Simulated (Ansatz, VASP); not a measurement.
One calculation of Ta, two programs

```
Ta
1.0
    -1.48222    1.48222    2.12179
     1.48222   -1.48222    2.12179
     1.48222    1.48222   -2.12179
Ta
1
Direct
  0.00000 0.00000 0.00000
```

Alike in both runs: task single point; functional PBE; k mesh 20 × 20 × 20; occupations gaussian, width 0.15 eV; no spin polarisation.

```csv
,VASP,Ansatz
version,VASP 6.6.1,Ansatz 0.2.0
potentials or method,"VASP PAW PBE potentials, release 64 (Ta_pv), cutoff 520 eV","scalar-relativistic, plane waves, PAW"
valence electrons in the cell,11,13
```

|  | VASP | Ansatz | Ansatz less VASP |
| --- | --- | --- | --- |
| gap on the k mesh at the Fermi level (eV) | none | none | - |
| pressure (GPa) | 2.0 | 1.9 | -0.03 |
| traceless stress, the component that is largest in VASP (GPa) | 0.88 | 0.87 | -0.005 |

A gap of «none» marks a metal or a gap that the smearing closes. The functional is the same, so the differences come from potentials, cutoffs and numerics. VASP's potentials hold 11 valence electrons a cell and Ansatz's 13, so a difference there can come from the potentials and not from the codes.

Spin-orbit coupling is off throughout.
